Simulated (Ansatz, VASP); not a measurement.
## Two plane-wave programs on TiTl2H4

```
CELL_PARAMETERS angstrom
-2.60860 2.60860 3.67614
2.60860 -2.60860 3.67614
2.60860 2.60860 -3.67614
ATOMIC_POSITIONS crystal
Ti 0.00000 0.00000 0.00000
Tl 0.75000 0.25000 0.50000
Tl 0.25000 0.75000 0.50000
H 0.24859 0.24859 0.49718
H 0.24859 0.75141 0.00000
H 0.75141 0.75141 0.50282
H 0.75141 0.24859 0.00000
```

Alike in both runs: functional PBE; k mesh 4 × 4 × 4; occupations gaussian, width 0.1 eV; no spin polarisation.

Ansatz relaxed the structure, and its values are those at the end. VASP's run is a single point on that final structure, the one shown.

|  | VASP | Ansatz |
| --- | --- | --- |
| version | VASP 6.6.1 | Ansatz 0.2.0 |
| potentials or method | VASP PAW PBE potentials, release 64 (Ti_sv, Tl_d, H), cutoff 520 eV | scalar-relativistic, plane waves, PAW |
| valence electrons in the cell | 42 | 42 |

Ansatz gave:

| Quantity | Value |
| --- | --- |
| gap on the k mesh at the Fermi level (eV) | none |
| pressure (GPa) | 0.0 |

Which values does VASP return?

gap on the k mesh at the Fermi level (eV): none; pressure (GPa): -0.1.

A gap of «none» marks a metal or a gap that the smearing closes.

The k mesh is coarse, so the values compare programs but aren't converged. Spin-orbit coupling is off throughout.
